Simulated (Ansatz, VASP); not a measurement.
One calculation of GaN, two programs

```
CELL_PARAMETERS angstrom
0.00000 2.22771 2.22771
2.22771 0.00000 2.22771
2.22771 2.22771 0.00000
ATOMIC_POSITIONS crystal
Ga 0.00000 0.00000 0.00000
N 0.25000 0.25000 0.25000
```

Alike in both runs: functional LDA; k mesh 16 × 16 × 16; occupations fermi-dirac, width 0.05 eV; no spin polarisation.

Ansatz relaxed the structure, and its values are those at the end. VASP's run is a single point on that final structure, the one shown.

|  | VASP | Ansatz |
| --- | --- | --- |
| version | VASP 6.6.1 | Ansatz 0.2.0 |
| potentials or method | VASP PAW LDA potentials, release 64 (Ga_d, N) | PAW with Ansatz's default frozen-core files, scalar-relativistic |
| plane-wave cutoff (eV) | 520 | 420 |
| valence electrons in the cell | 18 | 18 |

VASP gave:

- gap on the k mesh at the Fermi level (eV): 1.97
- pressure (GPa): 1.1

Task: What did Ansatz give for the same quantities?

Result: gap on the k mesh at the Fermi level (eV): 1.96; pressure (GPa): 0.0.

LDA's correlation is that of Perdew and Zunger in VASP and of Perdew and Wang (1992) in Ansatz.
